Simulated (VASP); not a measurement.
# CdSe (km) (F-43m) in VASP: single point with PBEsol

Aim: the single point of CdSe (km) with PBEsol.

Program: VASP 6.6.1. These are calculated values, not measurements. Logs are shortened: lines on timing, memory, paths and dates and some standing lists are left out, and cuts for length are marked.

### 1 The cell of the first run

Symmetry: F-43m, No. 216, cubic system. The conventional cell has a = 6.082 Å, b = 6.082 Å, c = 6.082 Å, α = 90.00°, β = 90.00°, γ = 90.00°. Cd (site symmetry -43m) has 4 Se at 2.63 Å within 3.5 Å. Se (site symmetry -43m) has 4 Cd at 2.63 Å within 3.5 Å.

### 2 Single point, PBEsol

INCAR reads:

```
PREC     = Accurate       # precision mode
ENCUT    = 500            # plane-wave cutoff, eV
EDIFF    = 1E-6           # SCF threshold, eV
ISMEAR   = 0              # smearing method
SIGMA    = 0.02           # smearing width, eV
LREAL    = F              # projectors in reciprocal space
LASPH    = T              # aspherical terms in the spheres
NELM     = 120            # most SCF steps
ALGO     = Normal         # electronic algorithm
ISIF     = 2              # what is computed and relaxed
LWAVE    = F              # write WAVECAR
LCHARG   = F              # write CHGCAR
GGA      = PS             # functional
NBANDS   = 16             # bands
GGA_COMPAT= F
```

KPOINTS reads:

```
regular mesh
0
Gamma
  4 4 4
```

POSCAR reads:

```
CdSe
1.0
    0.0000000000      3.0410661765      3.0410661765
    3.0410661765      0.0000000000      3.0410661765
    3.0410661765      3.0410661765      0.0000000000
Cd Se
1 1
Direct
    0.0000000000      0.0000000000      0.0000000000
    0.2500000000      0.2500000000      0.2500000000
```

Potentials or basis: VASP PAW PBE potentials, release 64 (Cd, Se).

The run is started by

```
$ cat potpaw_PBE.64/Cd/POTCAR potpaw_PBE.64/Se/POTCAR > POTCAR
$ mpirun -np 1 vasp_std > vasp.out
```

OUTCAR:

```text
PREC = Accurate
   ENCUT = 500
   EDIFF = 1E-6
   ISMEAR = 0
   LREAL = F
   LASPH = T
   NELM = 120
   ISIF = 2
   GGA = PS

 ion  position               nearest neighbor table
   1  0.000  0.000  0.000-   2 2.63   2 2.63   2 2.63   2 2.63
   2  0.250  0.250  0.250-   1 2.63   1 2.63   1 2.63   1 2.63

  LATTYP: Found a face centered cubic cell.
 ALAT       =     6.0821323530

  Lattice vectors:

 A1 = (   0.0000000000,   3.0410661765,   3.0410661765)
 A2 = (   3.0410661765,   0.0000000000,   3.0410661765)
 A3 = (   3.0410661765,   3.0410661765,   0.0000000000)

Analysis of symmetry for initial positions (statically):
=====================================================================
 Subroutine PRICEL returns:
 Original cell was already a primitive cell.

 Routine SETGRP: Setting up the symmetry group for a
 face centered cubic supercell.

 Subroutine GETGRP returns: Found 24 space group operations
 (whereof 24 operations were pure point group operations)
 out of a pool of 48 trial point group operations.

The static configuration has the point symmetry T_d .

Analysis of symmetry for dynamics (positions and initial velocities):
=====================================================================
 Subroutine PRICEL returns:
 Original cell was already a primitive cell.

 Routine SETGRP: Setting up the symmetry group for a
 face centered cubic supercell.

 Subroutine GETGRP returns: Found 24 space group operations
 (whereof 24 operations were pure point group operations)
 out of a pool of 48 trial point group operations.

The dynamic configuration has the point symmetry T_d .

 Subroutine INISYM returns: Found 24 space group operations
 (whereof 24 operations are pure point group operations),
 and found     1 'primitive' translations

----------------------------------------------------------------------------------------

                                     Primitive cell

  volume of cell :      56.2481

  direct lattice vectors                    reciprocal lattice vectors
     0.000000000  3.041066177  3.041066177    -0.164416021  0.164416021  0.164416021
     3.041066177  0.000000000  3.041066177     0.164416021 -0.164416021  0.164416021
     3.041066177  3.041066177  0.000000000     0.164416021  0.164416021 -0.164416021

  length of vectors
     4.300717031  4.300717031  4.300717031     0.284776902  0.284776902  0.284776902

  position of ions in fractional coordinates (direct lattice)
     0.000000000  0.000000000  0.000000000
     0.250000000  0.250000000  0.250000000

  ion indices of the primitive-cell ions
   primitive index   ion index
                 1           1
                 2           2

----------------------------------------------------------------------------------------

 KPOINTS: regular mesh

Automatic generation of k-mesh.
 Grid dimensions read from file:
 generate k-points for:    4    4    4

 Generating k-lattice:

  Cartesian coordinates                     Fractional coordinates (reciprocal lattice)
    -0.041104005  0.041104005  0.041104005     0.250000000  0.000000000  0.000000000
     0.041104005 -0.041104005  0.041104005     0.000000000  0.250000000  0.000000000
     0.041104005  0.041104005 -0.041104005     0.000000000  0.000000000  0.250000000

  Length of vectors
     0.071194225  0.071194225  0.071194225

  Shift w.r.t. Gamma in fractional coordinates (k-lattice)
     0.000000000  0.000000000  0.000000000

 Subroutine IBZKPT returns following result:
 ===========================================

 Found      8 irreducible k-points:

 Following reciprocal coordinates:
            Coordinates               Weight
  0.000000  0.000000  0.000000      1.000000
  0.250000  0.000000  0.000000      8.000000
  0.500000  0.000000  0.000000      4.000000
  0.250000  0.250000  0.000000      6.000000
  0.500000  0.250000  0.000000     24.000000
 -0.250000  0.250000  0.000000     12.000000
  0.500000  0.500000  0.000000      3.000000
 -0.250000  0.500000  0.250000      6.000000
   k-points           NKPTS =      8   k-points in BZ     NKDIM =      8   number of bands    NBANDS=     16
   number of dos      NEDOS =    301   number of ions     NIONS =      2
   total plane-waves  NPLWV =  32768
   dimension x,y,z NGX =    32 NGY =   32 NGZ =   32
   dimension x,y,z NGXF=    64 NGYF=   64 NGZF=   64
   ions per type =               1   1
   NGX,Y,Z   is equivalent  to a cutoff of  12.37, 12.37, 12.37 a.u.
   NGXF,Y,Z  is equivalent  to a cutoff of  24.74, 24.74, 24.74 a.u.
 SYSTEM =  unknown system
   PREC   = accura    normal or accurate (medium, high low for compatibility)
   ISTART =      0    job   : 0-new  1-cont  2-samecut
   ICHARG =      2    charge: 1-file 2-atom 10-const
   ISPIN  =      1    spin polarized calculation?
   LNONCOLLINEAR =      F non collinear calculations
   LSORBIT =      F    spin-orbit coupling
   LASPH  =      T    aspherical Exc in radial PAW
   ENCUT  =  500.0 eV  36.75 Ry    6.06 a.u.   7.84  7.84  7.84*2*pi/ulx,y,z
   NELM   =    120;   NELMIN=  2; NELMDL= -5     # of ELM steps
   EDIFF  = 0.1E-05   stopping-criterion for ELM
   LREAL  =      F    real-space projection
   EDIFFG = 0.1E-04   stopping-criterion for IOM
   NSW    =      0    number of steps for IOM
   IBRION =     -1    ionic relax: 0-MD 1-quasi-New 2-CG
   NFREE  =      0    steps in history (QN), initial steepest desc. (CG)
   ISIF   =      2    stress and relaxation
   ISYM   =      2    0-nonsym 1-usesym 2-fastsym
   POTIM  = 0.5000    time-step for ionic-motion
   TEBEG  =    0.0;   TEEND  =   0.0 temperature during run
   PSTRESS=    0.0 pullay stress
   NELECT =      18.0000    total number of electrons
   NUPDOWN=      -1.0000    fix difference up-down
   EMIN   =  10.00;   EMAX   =-10.00  energy-range for DOS
   EFERMI =   0.00;   METHOD = LEGACY
   ISMEAR =     0;   SIGMA  =   0.02  broadening in eV -4-tet -1-fermi 0-gaus
   EFERMI_NEDOS =   21; number of points for ismear=-14 and -15
   IALGO  =     38    algorithm
   IMIX   =      4    mixing-type and parameters
     AMIX     =   0.40;   BMIX     =  1.00
     AMIX_MAG =   1.60;   BMIX_MAG =  1.00
  volume/ion in A,a.u.               =      28.12       189.79
  Fermi-wavevector in a.u.,A,eV,Ry     =   1.119772  2.116063 17.060215  1.253890
  Thomas-Fermi vector in A             =   2.256414
   LORBIT       =      0    0 simple, 1 ext, 2 COOP (PROOUT), +10 PAW based schemes
   GGA     = PS    functional components
   LHFCALC =     F    Hartree Fock is set to
   AEXX    =    0.0000 exact exchange contribution
   IVDW    =     0    specifies the selected vdW correction
   LEPSILON=     F    determine dielectric tensor
   LRPA    =     F    only Hartree local field effects (RPA)
 non-spin polarized calculation
 Gauss-broadening in eV      SIGMA  =   0.02
  energy-cutoff  :      500.00
  volume of cell :       56.25
 maximum number of plane-waves:      1458
   NGX = 15   NGY = 15   NGZ = 15

 number of electron      18.0000002 magnetization

 Free energy of the ion-electron system (eV)
  ---------------------------------------------------
  ext. energy  EPLUGINS =         0.00000000
  ---------------------------------------------------
  free energy    TOTEN  =        -6.12390081 eV

  energy without entropy =       -6.12390081  energy(sigma->0) =       -6.12390081

 E-fermi :   1.0068     XC(G=0):  -9.0876

 val. band max:        0.8437790930   @ k =   0.0000   0.0000   0.0000
 cond. band min:       1.3097418964   @ k =   0.0000   0.0000   0.0000
 fundamental gap:      0.4659628034
 Fermi energy:         1.0068326047

 k-point     1 :       0.0000    0.0000    0.0000
  band No.  band energies     occupation
      1     -11.7753      2.00000
      2      -7.1000      2.00000
      3      -7.1000      2.00000
      4      -7.1000      2.00000
      5      -6.7216      2.00000
      6      -6.7216      2.00000
[... 8 lines left out ...]
     15      11.8913      0.00000
     16      11.8913      0.00000

 k-point     2 :       0.2500    0.0000    0.0000
  band No.  band energies     occupation
      1     -11.5862      2.00000
      2      -7.0446      2.00000
      3      -7.0446      2.00000
      4      -6.8907      2.00000
      5      -6.7196      2.00000
      6      -6.7196      2.00000
[... 8 lines left out ...]
     15      10.8278      0.00000
     16      10.8278      0.00000

 k-point     3 :       0.5000    0.0000    0.0000
  band No.  band energies     occupation
      1     -11.3935      2.00000
      2      -7.0051      2.00000
      3      -7.0051      2.00000
      4      -6.6977      2.00000
      5      -6.6977      2.00000
      6      -6.4255      2.00000
[... 8 lines left out ...]
     15      12.9057      0.00000
     16      12.9057      0.00000

 k-point     4 :       0.2500    0.2500    0.0000
  band No.  band energies     occupation
      1     -11.5245      2.00000
      2      -6.9774      2.00000
      3      -6.9774      2.00000
      4      -6.9436      2.00000
      5      -6.7302      2.00000
      6      -6.6918      2.00000
[... 8 lines left out ...]
     15      12.4078      0.00000
     16      13.9174      0.00000

 k-point     5 :       0.5000    0.2500    0.0000
  band No.  band energies     occupation
      1     -11.3349      2.00000
      2      -6.9602      2.00000
      3      -6.9176      2.00000
      4      -6.7885      2.00000
      5      -6.6867      2.00000
      6      -6.3930      2.00000
[... 8 lines left out ...]
     15      13.1573      0.00000
     16      13.8004      0.00000

 k-point     6 :      -0.2500    0.2500    0.0000
  band No.  band energies     occupation
      1     -11.3972      2.00000
      2      -6.9791      2.00000
      3      -6.9732      2.00000
      4      -6.7377      2.00000
      5      -6.7315      2.00000
      6      -6.5163      2.00000
[... 8 lines left out ...]
     15      11.9948      0.00000
     16      13.8387      0.00000

 k-point     7 :       0.5000    0.5000    0.0000
  band No.  band energies     occupation
      1     -11.2734      2.00000
      2      -6.9115      2.00000
      3      -6.8351      2.00000
      4      -6.8351      2.00000
      5      -6.6619      2.00000
      6      -6.3617      2.00000
[... 8 lines left out ...]
     15      13.2123      0.00000
     16      14.1454      0.00000

 k-point     8 :      -0.2500    0.5000    0.2500
  band No.  band energies     occupation
      1     -11.2743      2.00000
      2      -6.9138      2.00000
      3      -6.9056      2.00000
      4      -6.7565      2.00000
      5      -6.7178      2.00000
      6      -6.2319      2.00000
[... 8 lines left out ...]
     15      13.3724      0.00000
     16      13.8623      0.00000

------------------------ aborting loop because EDIFF is reached ----------------------------------------

  FORCE on cell =-STRESS in cart. coord.  units (eV):
  Direction    XX          YY          ZZ          XY          YZ          ZX
  --------------------------------------------------------------------------------------
  -------------------------------------------------------------------------------------
  Total        0.1891919      0.1891919      0.1891919      0.0000000      0.0000000     -0.0000000
  in kB        5.3889679      5.3889679      5.3889679      0.0000000      0.0000000     -0.0000000
  external PRESSURE =       5.3889679 kB  Pullay stress =       0.0000000 kB

 VOLUME and BASIS-vectors are now :
 -----------------------------------------------------------------------------
  energy-cutoff  :      500.00
  volume of cell :       56.25
      direct lattice vectors                 reciprocal lattice vectors
     0.000000000  3.041066177  3.041066177    -0.164416021  0.164416021  0.164416021
     3.041066177  0.000000000  3.041066177     0.164416021 -0.164416021  0.164416021
     3.041066177  3.041066177  0.000000000     0.164416021  0.164416021 -0.164416021

 POSITION                                       TOTAL-FORCE (eV/Angst)
 -----------------------------------------------------------------------------------
      0.00000      0.00000      0.00000         0.000000     -0.000000      0.000000
      1.52053      1.52053      1.52053        -0.000000      0.000000     -0.000000
 -----------------------------------------------------------------------------------
    total drift:                                0.000000      0.000000      0.000000

  FREE ENERGIE OF THE ION-ELECTRON SYSTEM (eV)
  ---------------------------------------------------
  free  energy   TOTEN  =        -6.1239008130 eV

  energy  without entropy=       -6.1239008130  energy(sigma->0) =       -6.12390081
```

It took 7.8 s on 1 thread of AMD EPYC 9R45 (Zen 5), shared host; peak memory 0.14 GiB.

What came out:

```yaml
Free_energy: -6.1239 eV
Pressure: 0.5 GPa
Band_gap_on_the_k_mesh: 0.47 eV, direct
```

Caveat: the k points lie up to 0.45 Å⁻¹ apart; the PAW data sets were made with another functional, which shifts forces and pressure a little.
